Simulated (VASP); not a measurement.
Input of a VASP 6.6.1 run:

Contents of INCAR:

```
ALGO = Normal
EDIFF = 1E-7
ENCUT = 520
GGA = PE
ISIF = 2
ISMEAR = 0
LASPH = True
LCHARG = False
LREAL = False
LWAVE = False
NBANDS = 20
NELM = 100
PREC = Accurate
SIGMA = 0.01
```

KPOINTS

```
k-points
0
Gamma
  6 6 2
```

File POSCAR:

```
SnSe2
1.0
    3.8251638408      0.0000000000      0.0000000000
   -1.9125819204      3.3126890598      0.0000000000
    0.0000000000      0.0000000000      6.2270561224
Sn Se
1 2
Direct
    0.0000000000      0.0000000000      0.0000000000
    0.3333333333      0.6666666667      0.2530760438
    0.6666666667      0.3333333333      0.7469239562
```

Potentials or basis: VASP PAW PBE potentials, release 64 (Sn_d, Se).

Run with:

```bash
$ cat potpaw_PBE.64/Sn_d/POTCAR potpaw_PBE.64/Se/POTCAR > POTCAR
$ mpirun -np 1 vasp_std > vasp.out
```

Problem. Estimate the largest force.

Solution. 0.263 eV/Å.

Problem. What does it give for the pressure?

Solution. 3.0 GPa.

Forces in eV/Å, atoms in the order of the input:
```
Sn   0.000  0.000  0.000
Se   0.000  0.000  0.263
Se   0.000  0.000 -0.263
```

Caveat: the k points lie up to 0.50 Å⁻¹ apart; this functional lacks dispersion, which binds the layers, so the pressure and a relaxed spacing across them are unreliable.
